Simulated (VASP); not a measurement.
# ZrN (Fm-3m) in VASP: notebook

The runs below take ZrN through vibrations by perturbation theory, with PBE.

Program: VASP 6.6.1. These are calculated values, not measurements. Logs are shortened: lines on timing, memory, paths and dates and some standing lists are left out, and cuts for length are marked.

## Step 1: The cell of the first run

It takes space group Fm-3m (No. 225, cubic). Conventional cell: a = 4.509 Å, b = 4.509 Å, c = 4.509 Å, α = 90.00°, β = 90.00°, γ = 90.00°. Zr (site symmetry m-3m) has 6 N at 2.25 Å within 3.0 Å. Within 3.0 Å of N (site symmetry m-3m) lie 6 Zr at 2.25 Å.

## Step 2: Vibrations by perturbation theory, PBE

File INCAR:

```
ALGO = Normal
EDIFF = 1E-8
ENCUT = 600
GGA = PE
GGA_COMPAT = False
IBRION = 8
ISIF = 2
ISMEAR = -1
LASPH = True
LCHARG = False
LREAL = False
LWAVE = False
NBANDS = 16
NELM = 120
NSW = 1
PREC = Accurate
SIGMA = 0.15
```

File KPOINTS:

```
k-points
0
Gamma
  16 16 16
```

File POSCAR:

```
ZrN
1.0
    0.0000000000      2.2546543317      2.2546543317
    2.2546543317      0.0000000000      2.2546543317
    2.2546543317      2.2546543317      0.0000000000
Zr N
1 1
Direct
    0.0000000000      0.0000000000      0.0000000000
    0.5000000000      0.5000000000      0.5000000000
```

Potentials or basis: VASP PAW PBE potentials, release 64 (Zr_sv, N).

The run is started by

```bash
> cat potpaw_PBE.64/Zr_sv/POTCAR potpaw_PBE.64/N/POTCAR > POTCAR
> mpirun -np 1 vasp_std > vasp.out
```

OUTCAR:

```text
EDIFF = 1E-8
   ENCUT = 600
   GGA = PE
   IBRION = 8
   ISIF = 2
   ISMEAR = -1
   LASPH = True
   LREAL = False
   NELM = 120
   NSW = 1
   PREC = Accurate

 ion  position               nearest neighbor table
   1  0.000  0.000  0.000-   2 2.25   2 2.25   2 2.25   2 2.25   2 2.25   2 2.25
   2  0.500  0.500  0.500-   1 2.25   1 2.25   1 2.25   1 2.25   1 2.25   1 2.25

  LATTYP: Found a face centered cubic cell.
 ALAT       =     4.5093086634

  Lattice vectors:

 A1 = (   0.0000000000,   2.2546543317,   2.2546543317)
 A2 = (   2.2546543317,   0.0000000000,   2.2546543317)
 A3 = (   2.2546543317,   2.2546543317,   0.0000000000)

Analysis of symmetry for initial positions (statically):
=====================================================================
 Subroutine PRICEL returns:
 Original cell was already a primitive cell.

 Routine SETGRP: Setting up the symmetry group for a
 face centered cubic supercell.

 Subroutine GETGRP returns: Found 48 space group operations
 (whereof 48 operations were pure point group operations)
 out of a pool of 48 trial point group operations.

The static configuration has the point symmetry O_h .

Analysis of symmetry for dynamics (positions and initial velocities):
=====================================================================
 Subroutine PRICEL returns:
 Original cell was already a primitive cell.

 Routine SETGRP: Setting up the symmetry group for a
 face centered cubic supercell.

 Subroutine GETGRP returns: Found 48 space group operations
 (whereof 48 operations were pure point group operations)
 out of a pool of 48 trial point group operations.

The dynamic configuration has the point symmetry O_h .

 Subroutine INISYM returns: Found 48 space group operations
 (whereof 48 operations are pure point group operations),
 and found     1 'primitive' translations

----------------------------------------------------------------------------------------

                                     Primitive cell

  volume of cell :      22.9229

  direct lattice vectors                    reciprocal lattice vectors
     0.000000000  2.254654332  2.254654332    -0.221763484  0.221763484  0.221763484
     2.254654332  0.000000000  2.254654332     0.221763484 -0.221763484  0.221763484
     2.254654332  2.254654332  0.000000000     0.221763484  0.221763484 -0.221763484

  length of vectors
     3.188562734  3.188562734  3.188562734     0.384105622  0.384105622  0.384105622

  position of ions in fractional coordinates (direct lattice)
     0.000000000  0.000000000  0.000000000
     0.500000000  0.500000000  0.500000000

  ion indices of the primitive-cell ions
   primitive index   ion index
                 1           1
                 2           2

----------------------------------------------------------------------------------------

 KPOINTS: k-points

Automatic generation of k-mesh.
 Grid dimensions read from file:
 generate k-points for:   16   16   16

 Generating k-lattice:

  Cartesian coordinates                     Fractional coordinates (reciprocal lattice)
    -0.013860218  0.013860218  0.013860218     0.062500000  0.000000000  0.000000000
     0.013860218 -0.013860218  0.013860218     0.000000000  0.062500000  0.000000000
     0.013860218  0.013860218 -0.013860218     0.000000000  0.000000000  0.062500000

  Length of vectors
     0.024006601  0.024006601  0.024006601

  Shift w.r.t. Gamma in fractional coordinates (k-lattice)
     0.000000000  0.000000000  0.000000000

 Subroutine IBZKPT returns following result:
 ===========================================

 Found    145 irreducible k-points:

 Following reciprocal coordinates:
            Coordinates               Weight
  0.000000  0.000000  0.000000      1.000000
  0.062500  0.000000  0.000000      8.000000
  0.125000  0.000000  0.000000      8.000000
  0.187500  0.000000  0.000000      8.000000
  0.250000  0.000000  0.000000      8.000000
  0.312500  0.000000  0.000000      8.000000
[... 16 lines left out ...]
 -0.125000  0.062500  0.000000     24.000000
 -0.062500  0.062500  0.000000     12.000000
 [... further k-points ...]
   k-points           NKPTS =    145   k-points in BZ     NKDIM =    145   number of bands    NBANDS=     16
   number of dos      NEDOS =    301   number of ions     NIONS =      2
   total plane-waves  NPLWV =  21952
   dimension x,y,z NGX =    28 NGY =   28 NGZ =   28
   dimension x,y,z NGXF=    56 NGYF=   56 NGZF=   56
   ions per type =               1   1
   NGX,Y,Z   is equivalent  to a cutoff of  14.60, 14.60, 14.60 a.u.
   NGXF,Y,Z  is equivalent  to a cutoff of  29.20, 29.20, 29.20 a.u.
 SYSTEM =  unknown system
   PREC   = accura    normal or accurate (medium, high low for compatibility)
   ISTART =      0    job   : 0-new  1-cont  2-samecut
   ICHARG =      2    charge: 1-file 2-atom 10-const
   ISPIN  =      1    spin polarized calculation?
   LNONCOLLINEAR =      F non collinear calculations
   LSORBIT =      F    spin-orbit coupling
   LASPH  =      T    aspherical Exc in radial PAW
   ENCUT  =  600.0 eV  44.10 Ry    6.64 a.u.   6.37  6.37  6.37*2*pi/ulx,y,z
   NELM   =    120;   NELMIN=  2; NELMDL= -5     # of ELM steps
   EDIFF  = 0.1E-07   stopping-criterion for ELM
   LREAL  =      F    real-space projection
   EDIFFG = 0.1E-06   stopping-criterion for IOM
   NSW    =      1    number of steps for IOM
   IBRION =      8    ionic relax: 0-MD 1-quasi-New 2-CG
   NFREE  =      0    steps in history (QN), initial steepest desc. (CG)
   ISIF   =      2    stress and relaxation
   ISYM   =      2    0-nonsym 1-usesym 2-fastsym
   POTIM  = 0.5000    time-step for ionic-motion
   TEBEG  =    0.0;   TEEND  =   0.0 temperature during run
   PSTRESS=    0.0 pullay stress
   NELECT =      17.0000    total number of electrons
   NUPDOWN=      -1.0000    fix difference up-down
   EMIN   =  10.00;   EMAX   =-10.00  energy-range for DOS
   EFERMI =   0.00;   METHOD = LEGACY
   ISMEAR =    -1;   SIGMA  =   0.15  broadening in eV -4-tet -1-fermi 0-gaus
   EFERMI_NEDOS =   21; number of points for ismear=-14 and -15
   IALGO  =     38    algorithm
   IMIX   =      4    mixing-type and parameters
     AMIX     =   0.40;   BMIX     =  1.00
     AMIX_MAG =   1.60;   BMIX_MAG =  1.00
  volume/ion in A,a.u.               =      11.46        77.35
  Fermi-wavevector in a.u.,A,eV,Ry     =   1.481840  2.800271 29.876331  2.195848
  Thomas-Fermi vector in A             =   2.595700
   LORBIT       =      0    0 simple, 1 ext, 2 COOP (PROOUT), +10 PAW based schemes
   GGA     = PE    functional components
   LHFCALC =     F    Hartree Fock is set to
   AEXX    =    0.0000 exact exchange contribution
   IVDW    =     0    specifies the selected vdW correction
   LEPSILON=     F    determine dielectric tensor
   LRPA    =     F    only Hartree local field effects (RPA)
 non-spin polarized calculation
  energy-cutoff  :      600.00
  volume of cell :       22.92
 maximum number of plane-waves:       778
 NGX is ok and might be reduce to    28
   NGX = 13   NGY = 13   NGZ = 13

--------------------------------------- Ionic step        1  -------------------------------------------

 number of electron      17.0000001 magnetization

 Free energy of the ion-electron system (eV)
  ---------------------------------------------------
  ext. energy  EPLUGINS =         0.00000000
  ---------------------------------------------------
  free energy    TOTEN  =       -20.33014368 eV

  energy without entropy =      -20.28482644  energy(sigma->0) =      -20.30748506

 E-fermi :  12.6319     XC(G=0): -12.7676

 val. band max:       12.6182227496   @ k =   0.4375   0.1875   0.0625
 cond. band min:      12.6349561341   @ k =  -0.1250   0.0625   0.0000
 fundamental gap:      0.0167333845
 Fermi energy:        12.6319209269

 k-point     1 :       0.0000    0.0000    0.0000
  band No.  band energies     occupation
      1     -36.8323      2.00000
      2     -14.3976      2.00000
      3     -14.3976      2.00000
      4     -14.3976      2.00000
      5      -3.8607      2.00000
      6       9.8976      2.00000
[... 433 lines left out ...]
      3     -14.4309      2.00000
      4     -14.3986      2.00000
      5      -3.6276      2.00000
      6       8.9771      2.00000
[... 8 lines left out ...]
     15      22.6075      0.00000
     16      33.6936      0.00000

 [... further k-points ...]

------------------------ aborting loop because EDIFF is reached ----------------------------------------

  FORCE on cell =-STRESS in cart. coord.  units (eV):
  Direction    XX          YY          ZZ          XY          YZ          ZX
  --------------------------------------------------------------------------------------
  -------------------------------------------------------------------------------------
  Total        2.3164232      2.3164232      2.3164232      0.0000000      0.0000000     -0.0000000
  in kB      161.9043772    161.9043772    161.9043772      0.0000000      0.0000000     -0.0000000
  external PRESSURE =     161.9043772 kB  Pullay stress =       0.0000000 kB

 VOLUME and BASIS-vectors are now :
 -----------------------------------------------------------------------------
  energy-cutoff  :      600.00
  volume of cell :       22.92
      direct lattice vectors                 reciprocal lattice vectors
     0.000000000  2.254654332  2.254654332    -0.221763484  0.221763484  0.221763484
     2.254654332  0.000000000  2.254654332     0.221763484 -0.221763484  0.221763484
     2.254654332  2.254654332  0.000000000     0.221763484  0.221763484 -0.221763484

 POSITION                                       TOTAL-FORCE (eV/Angst)
 -----------------------------------------------------------------------------------
      0.00000      0.00000      0.00000         0.000000      0.000000     -0.000000
      2.25465      2.25465      2.25465        -0.000000     -0.000000      0.000000
 -----------------------------------------------------------------------------------
    total drift:                                0.000000      0.000000      0.000000

  FREE ENERGIE OF THE ION-ELECTRON SYSTEM (eV)
  ---------------------------------------------------
  free  energy   TOTEN  =       -20.3301436765 eV

  energy  without entropy=      -20.2848264440  energy(sigma->0) =      -20.30748506

[... ionic steps 2 to 3 ...]

--------------------------------------- Ionic step        4  -------------------------------------------

------------------------ aborting loop because EDIFF is reached ----------------------------------------

[... ionic steps 5 to 6 ...]

--------------------------------------- Ionic step        7  -------------------------------------------

 Free energy of the ion-electron system (eV)
  ---------------------------------------------------
  ---------------------------------------------------
  free energy    TOTEN  =        -0.23410150 eV

  energy without entropy =       -0.23410150

------------------------ aborting loop because EDIFF is reached ----------------------------------------

 INTERNAL STRAIN TENSOR  FOR ION    2  DIRECTION 1   (eV/Angst):
 -----------------------------------------------------------------------------
    -0.00471  0.00000 -0.00000
     0.00000 -0.00069  0.00000
     0.00000  0.00000 -0.00069

 INTERNAL STRAIN TENSOR FOR ION    2 for displacements in x,y,z  (eV/Angst):
          X           Y           Z          XY          YZ          ZX
  --------------------------------------------------------------------------------
  x     0.00000     0.00000     0.00000     0.00000     0.00000     0.00000
  y     0.00000     0.00000     0.00000     0.00000     0.00000     0.00000
  z     0.00000     0.00000     0.00000     0.00000     0.00000     0.00000

 SECOND DERIVATIVES (NOT SYMMETRIZED)
 ------------------------------------
               1X          1Y          1Z          2X          2Y          2Z
  1X   -12.711030    0.000000    0.000000   12.711030    0.000000    0.000000
  1Y     0.000000  -12.711030    0.000000    0.000000   12.711030    0.000000
  1Z     0.000000    0.000000  -12.711030    0.000000    0.000000   12.711030
  2X    12.712484    0.000000    0.000000  -12.712484    0.000000    0.000000
  2Y     0.000000   12.712484    0.000000    0.000000  -12.712484    0.000000
  2Z     0.000000    0.000000   12.712484    0.000000    0.000000  -12.712484

 Eigenvectors and eigenvalues of the dynamical matrix
 ----------------------------------------------------

   1 f  =   15.998822 THz   100.523564 2PiTHz  533.663263 cm-1    66.165782 meV
             X         Y         Z           dx          dy          dz
      0.000000  0.000000  0.000000     0.000000    0.364753    0.000000
      2.254654  2.254654  2.254654     0.000000   -0.931104    0.000000
[... 21 lines left out ...]
   6 f/i=    0.000311 THz     0.001952 2PiTHz    0.010363 cm-1     0.001285 meV
             X         Y         Z           dx          dy          dz
      0.000000  0.000000  0.000000     0.000000    0.000000    0.931104
      2.254654  2.254654  2.254654     0.000000    0.000000    0.364753

--------------------------------------------------------------------------------------------------------

 ELASTIC MODULI CONTR FROM IONIC RELAXATION (kBar)
 Direction    XX          YY          ZZ          XY          YZ          ZX
 --------------------------------------------------------------------------------
 XX           0.0000      0.0000      0.0000      0.0000      0.0000      0.0000
 YY           0.0000      0.0000      0.0000      0.0000      0.0000      0.0000
 ZZ           0.0000      0.0000      0.0000      0.0000      0.0000      0.0000
 XY           0.0000      0.0000      0.0000      0.0000      0.0000      0.0000
 YZ           0.0000      0.0000      0.0000      0.0000      0.0000      0.0000
 ZX           0.0000      0.0000      0.0000      0.0000      0.0000      0.0000
 --------------------------------------------------------------------------------
```

It took 16 min on 1 thread of AMD EPYC 7R43 (Zen 3), shared host; peak memory 0.4 GiB.

What came out:

```yaml
Highest_phonon_frequency_at_Γ_LO-TO_splitting_left_out: 534 cm⁻¹
```

Phonon frequencies in cm⁻¹ (negative: imaginary):
```
              q point        frequencies
(0.000, 0.000, 0.000)  0 0 0 534 534 534
```

Caveat: the cell wasn't relaxed at this level first, which shifts response properties.

[end of part 1 of 2]
